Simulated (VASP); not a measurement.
# Sn4Se (Im-3m) in VASP: notebook

The runs below take Sn4Se through single point, with PBE.

Program: VASP 6.6.1. These are calculated values, not measurements. Logs are shortened: lines on timing, memory, paths and dates and some standing lists are left out, and cuts for length are marked.

**1. The cell of the first run**

The structure is cubic, space group Im-3m (No. 229). The conventional cell has a = 6.502 Å, b = 6.502 Å, c = 6.502 Å, α = 90.00°, β = 90.00°, γ = 90.00°. Within 3.7 Å of Sn (site symmetry -3m) lie 2 Se at 2.82 Å and 6 Sn at 3.25 Å. Se (site symmetry m-3m) has 8 Sn at 2.82 Å within 3.7 Å.

**2. Single point, PBE**

Input file INCAR:

```
ALGO = Normal ; EDIFF = 1E-7
ENCUT = 520 ; GGA = PE
ISIF = 2 ; ISMEAR = 0
LASPH = T ; LCHARG = T
LELF = T ; LREAL = F
LVHAR = T ; LWAVE = F
NBANDS = 39 ; NELM = 80
PREC = Accurate ; SIGMA = 0.1
```

Input file KPOINTS:

```
k-points
0
Gamma
  4 4 4
```

Input file POSCAR:

```
Sn4Se
1.0
   -3.2509520900      3.2509520900      3.2509520900
    3.2509520900     -3.2509520900      3.2509520900
    3.2509520900      3.2509520900     -3.2509520900
Sn Se
4 1
Direct
    0.0000000000      0.0000000000      0.5000000000
    0.0000000000      0.5000000000      0.0000000000
    0.5000000000      0.0000000000      0.0000000000
    0.5000000000      0.5000000000      0.5000000000
    0.0000000000      0.0000000000      0.0000000000
```

Potentials or basis: VASP PAW PBE potentials, release 64 (Sn_d, Se).

The run is started by

```bash
cat potpaw_PBE.64/Sn_d/POTCAR potpaw_PBE.64/Se/POTCAR > POTCAR
mpirun -np 1 vasp_std > vasp.out
```

OUTCAR:

```text
EDIFF = 1E-7
   ENCUT = 520
   GGA = PE
   ISIF = 2
   ISMEAR = 0
   LASPH = T
   LREAL = F
   NELM = 80
   PREC = Accurate

 ion  position               nearest neighbor table
   1  0.000  0.000  0.500-   5 2.82   5 2.82   4 3.25   2 3.25   3 3.25   2 3.25   3 3.25   4 3.25

   2  0.000  0.500  0.000-   5 2.82   5 2.82   4 3.25   1 3.25   3 3.25   1 3.25   4 3.25   3 3.25

   3  0.500  0.000  0.000-   5 2.82   5 2.82   4 3.25   1 3.25   4 3.25   2 3.25   1 3.25   2 3.25

   4  0.500  0.500  0.500-   5 2.82   5 2.82   3 3.25   1 3.25   3 3.25   2 3.25   1 3.25   2 3.25

   5  0.000  0.000  0.000-   1 2.82   2 2.82   3 2.82   4 2.82   1 2.82   2 2.82   3 2.82   4 2.82

  LATTYP: Found a body centered cubic cell.
 ALAT       =     6.5019041800

  Lattice vectors:

 A1 = (  -3.2509520900,   3.2509520900,   3.2509520900)
 A2 = (   3.2509520900,  -3.2509520900,   3.2509520900)
 A3 = (   3.2509520900,   3.2509520900,  -3.2509520900)

Analysis of symmetry for initial positions (statically):
=====================================================================
 Subroutine PRICEL returns:
 Original cell was already a primitive cell.

 Routine SETGRP: Setting up the symmetry group for a
 body centered cubic supercell.

 Subroutine GETGRP returns: Found 48 space group operations
 (whereof 48 operations were pure point group operations)
 out of a pool of 48 trial point group operations.

The static configuration has the point symmetry O_h .

Analysis of symmetry for dynamics (positions and initial velocities):
=====================================================================
 Subroutine PRICEL returns:
 Original cell was already a primitive cell.

 Routine SETGRP: Setting up the symmetry group for a
 body centered cubic supercell.

 Subroutine GETGRP returns: Found 48 space group operations
 (whereof 48 operations were pure point group operations)
 out of a pool of 48 trial point group operations.

The dynamic configuration has the point symmetry O_h .

 Subroutine INISYM returns: Found 48 space group operations
 (whereof 48 operations are pure point group operations),
 and found     1 'primitive' translations

----------------------------------------------------------------------------------------

                                     Primitive cell

  volume of cell :     137.4332

  direct lattice vectors                    reciprocal lattice vectors
    -3.250952090  3.250952090  3.250952090     0.000000000  0.153801098  0.153801098
     3.250952090 -3.250952090  3.250952090     0.153801098  0.000000000  0.153801098
     3.250952090  3.250952090 -3.250952090     0.153801098  0.153801098  0.000000000

  length of vectors
     5.630814193  5.630814193  5.630814193     0.217507598  0.217507598  0.217507598

  position of ions in fractional coordinates (direct lattice)
     0.000000000  0.000000000  0.500000000
     0.000000000  0.500000000  0.000000000
     0.500000000  0.000000000  0.000000000
     0.500000000  0.500000000  0.500000000
     0.000000000  0.000000000  0.000000000

  ion indices of the primitive-cell ions
   primitive index   ion index
                 1           1
                 2           2
                 3           3
                 4           4
                 5           5

----------------------------------------------------------------------------------------

 KPOINTS: k-points

Automatic generation of k-mesh.
 Grid dimensions read from file:
 generate k-points for:    4    4    4

 Generating k-lattice:

  Cartesian coordinates                     Fractional coordinates (reciprocal lattice)
     0.000000000  0.038450274  0.038450274     0.250000000  0.000000000  0.000000000
     0.038450274  0.000000000  0.038450274     0.000000000  0.250000000  0.000000000
     0.038450274  0.038450274  0.000000000     0.000000000  0.000000000  0.250000000

  Length of vectors
     0.054376900  0.054376900  0.054376900

  Shift w.r.t. Gamma in fractional coordinates (k-lattice)
     0.000000000  0.000000000  0.000000000

 Subroutine IBZKPT returns following result:
 ===========================================

 Found      8 irreducible k-points:

 Following reciprocal coordinates:
            Coordinates               Weight
  0.000000  0.000000  0.000000      1.000000
  0.250000  0.000000  0.000000     12.000000
  0.500000  0.000000  0.000000      6.000000
  0.250000  0.250000  0.000000     24.000000
  0.250000  0.250000  0.250000      2.000000
 -0.250000  0.250000  0.250000      6.000000
  0.500000  0.500000  0.250000     12.000000
  0.500000  0.500000  0.500000      1.000000
   k-points           NKPTS =      8   k-points in BZ     NKDIM =      8   number of bands    NBANDS=     39
   number of dos      NEDOS =    301   number of ions     NIONS =      5
   total plane-waves  NPLWV =  74088
   dimension x,y,z NGX =    42 NGY =   42 NGZ =   42
   dimension x,y,z NGXF=    84 NGYF=   84 NGZF=   84
   ions per type =               4   1
   NGX,Y,Z   is equivalent  to a cutoff of  12.40, 12.40, 12.40 a.u.
   NGXF,Y,Z  is equivalent  to a cutoff of  24.80, 24.80, 24.80 a.u.
 SYSTEM =  unknown system
   PREC   = accura    normal or accurate (medium, high low for compatibility)
   ISTART =      0    job   : 0-new  1-cont  2-samecut
   ICHARG =      2    charge: 1-file 2-atom 10-const
   ISPIN  =      1    spin polarized calculation?
   LNONCOLLINEAR =      F non collinear calculations
   LSORBIT =      F    spin-orbit coupling
   LASPH  =      T    aspherical Exc in radial PAW
   ENCUT  =  520.0 eV  38.22 Ry    6.18 a.u.  10.47 10.47 10.47*2*pi/ulx,y,z
   NELM   =     80;   NELMIN=  2; NELMDL= -5     # of ELM steps
   EDIFF  = 0.1E-06   stopping-criterion for ELM
   LREAL  =      F    real-space projection
   EDIFFG = 0.1E-05   stopping-criterion for IOM
   NSW    =      0    number of steps for IOM
   IBRION =     -1    ionic relax: 0-MD 1-quasi-New 2-CG
   NFREE  =      0    steps in history (QN), initial steepest desc. (CG)
   ISIF   =      2    stress and relaxation
   ISYM   =      2    0-nonsym 1-usesym 2-fastsym
   POTIM  = 0.5000    time-step for ionic-motion
   TEBEG  =    0.0;   TEEND  =   0.0 temperature during run
   PSTRESS=    0.0 pullay stress
   NELECT =      62.0000    total number of electrons
   NUPDOWN=      -1.0000    fix difference up-down
   EMIN   =  10.00;   EMAX   =-10.00  energy-range for DOS
   EFERMI =   0.00;   METHOD = LEGACY
   ISMEAR =     0;   SIGMA  =   0.10  broadening in eV -4-tet -1-fermi 0-gaus
   EFERMI_NEDOS =   21; number of points for ismear=-14 and -15
   IALGO  =     38    algorithm
   IMIX   =      4    mixing-type and parameters
     AMIX     =   0.40;   BMIX     =  1.00
     AMIX_MAG =   1.60;   BMIX_MAG =  1.00
  volume/ion in A,a.u.               =      27.49       185.49
  Fermi-wavevector in a.u.,A,eV,Ry     =   1.255572  2.372686 21.449042  1.576460
  Thomas-Fermi vector in A             =   2.389322
   LORBIT       =      0    0 simple, 1 ext, 2 COOP (PROOUT), +10 PAW based schemes
   GGA     = PE    functional components
   LHFCALC =     F    Hartree Fock is set to
   AEXX    =    0.0000 exact exchange contribution
   IVDW    =     0    specifies the selected vdW correction
   LEPSILON=     F    determine dielectric tensor
   LRPA    =     F    only Hartree local field effects (RPA)
 non-spin polarized calculation
 Gauss-broadening in eV      SIGMA  =   0.10
  energy-cutoff  :      520.00
  volume of cell :      137.43
 maximum number of plane-waves:      3781
 NGX is ok and might be reduce to    42
   NGX = 21   NGY = 21   NGZ = 21

 number of electron      61.9999978 magnetization

 Free energy of the ion-electron system (eV)
  ---------------------------------------------------
  ext. energy  EPLUGINS =         0.00000000
  ---------------------------------------------------
  free energy    TOTEN  =       -17.56034179 eV

  energy without entropy =      -17.54938255  energy(sigma->0) =      -17.55486217

 E-fermi :   6.9439     XC(G=0):  -9.9037

 val. band max:        6.8624640729   @ k =   0.2500   0.2500   0.0000
 cond. band min:       7.2660953625   @ k =   0.2500   0.2500   0.0000
 fundamental gap:      0.4036312896
 Fermi energy:         6.9439142039

 k-point     1 :       0.0000    0.0000    0.0000
  band No.  band energies     occupation
      1     -14.6646      2.00000
      2     -14.6293      2.00000
      3     -14.6293      2.00000
      4     -14.5271      2.00000
      5     -14.5271      2.00000
      6     -14.5271      2.00000
[... 31 lines left out ...]
     38      13.5328      0.00000
     39      13.5434      0.00000

 k-point     2 :       0.2500    0.0000    0.0000
  band No.  band energies     occupation
      1     -14.6315      2.00000
      2     -14.6125      2.00000
      3     -14.5881      2.00000
      4     -14.5415      2.00000
      5     -14.5081      2.00000
      6     -14.5058      2.00000
[... 31 lines left out ...]
     38      11.6430      0.00000
     39      12.7924      0.00000

 k-point     3 :       0.5000    0.0000    0.0000
  band No.  band energies     occupation
      1     -14.5801      2.00000
      2     -14.5769      2.00000
      3     -14.5686      2.00000
      4     -14.5418      2.00000
      5     -14.4980      2.00000
      6     -14.4954      2.00000
[... 31 lines left out ...]
     38      12.2661      0.00000
     39      12.4738      0.00000

 k-point     4 :       0.2500    0.2500    0.0000
  band No.  band energies     occupation
      1     -14.5828      2.00000
      2     -14.5807      2.00000
      3     -14.5380      2.00000
      4     -14.5350      2.00000
      5     -14.5242      2.00000
      6     -14.5168      2.00000
[... 31 lines left out ...]
     38      10.9517      0.00000
     39      11.5784      0.00000

 k-point     5 :       0.2500    0.2500    0.2500
  band No.  band energies     occupation
      1     -14.5471      2.00000
      2     -14.5119      2.00000
      3     -14.5119      2.00000
      4     -14.5119      2.00000
      5     -14.4846      2.00000
      6     -14.4846      2.00000
[... 31 lines left out ...]
     38      10.4354      0.00000
     39      10.4354      0.00000

 k-point     6 :      -0.2500    0.2500    0.2500
  band No.  band energies     occupation
      1     -14.6222      2.00000
      2     -14.6085      2.00000
      3     -14.5591      2.00000
      4     -14.5591      2.00000
      5     -14.5396      2.00000
      6     -14.5189      2.00000
[... 31 lines left out ...]
     38      12.0807      0.00000
     39      12.0817      0.00000

 k-point     7 :       0.5000    0.5000    0.2500
  band No.  band energies     occupation
      1     -14.5984      2.00000
      2     -14.5979      2.00000
      3     -14.5740      2.00000
      4     -14.5676      2.00000
      5     -14.5555      2.00000
      6     -14.5389      2.00000
[... 31 lines left out ...]
     38      11.5792      0.00000
     39      12.6785      0.00000

 k-point     8 :       0.5000    0.5000    0.5000
  band No.  band energies     occupation
      1     -14.6156      2.00000
      2     -14.6156      2.00000
      3     -14.6156      2.00000
      4     -14.5629      2.00000
      5     -14.5629      2.00000
      6     -14.5629      2.00000
[... 31 lines left out ...]
     38      13.2862      0.00000
     39      13.2862      0.00000

------------------------ aborting loop because EDIFF is reached ----------------------------------------

  FORCE on cell =-STRESS in cart. coord.  units (eV):
  Direction    XX          YY          ZZ          XY          YZ          ZX
  --------------------------------------------------------------------------------------
  -------------------------------------------------------------------------------------
  Total        6.6868406      6.6868406      6.6868406      0.0000000     -0.0000000      0.0000000
  in kB       77.9542605     77.9542605     77.9542605      0.0000000     -0.0000000      0.0000000
  external PRESSURE =      77.9542605 kB  Pullay stress =       0.0000000 kB

 VOLUME and BASIS-vectors are now :
 -----------------------------------------------------------------------------
  energy-cutoff  :      520.00
  volume of cell :      137.43
      direct lattice vectors                 reciprocal lattice vectors
    -3.250952090  3.250952090  3.250952090     0.000000000  0.153801098  0.153801098
     3.250952090 -3.250952090  3.250952090     0.153801098  0.000000000  0.153801098
     3.250952090  3.250952090 -3.250952090     0.153801098  0.153801098  0.000000000

 POSITION                                       TOTAL-FORCE (eV/Angst)
 -----------------------------------------------------------------------------------
      1.62548      1.62548     -1.62548        -0.000000      0.000000     -0.000000
      1.62548     -1.62548      1.62548         0.000000      0.000000     -0.000000
     -1.62548      1.62548      1.62548        -0.000000      0.000000      0.000000
      1.62548      1.62548      1.62548         0.000000     -0.000000      0.000000
      0.00000      0.00000      0.00000        -0.000000     -0.000000      0.000000
 -----------------------------------------------------------------------------------
    total drift:                               -0.000000     -0.000000      0.000000

  FREE ENERGIE OF THE ION-ELECTRON SYSTEM (eV)
  ---------------------------------------------------
  free  energy   TOTEN  =       -17.5603417895 eV

  energy  without entropy=      -17.5493825544  energy(sigma->0) =      -17.55486217
```

Run time: 58 s. Hardware: 1 thread of Intel Xeon Platinum 8259CL at 2.50GHz (Skylake/Cascade Lake), shared host; peak memory 0.25 GiB.

What came out:

* Free energy: -17.5603 eV
* Pressure: 7.8 GPa
* Band gap on the k mesh: zero (band 31 reaches 7.74 eV, above the bottom of band 32 at 6.19 eV)

Caveat: spin-orbit coupling is left out, which moves the levels of the heavy elements.

[end of part 1 of 2]
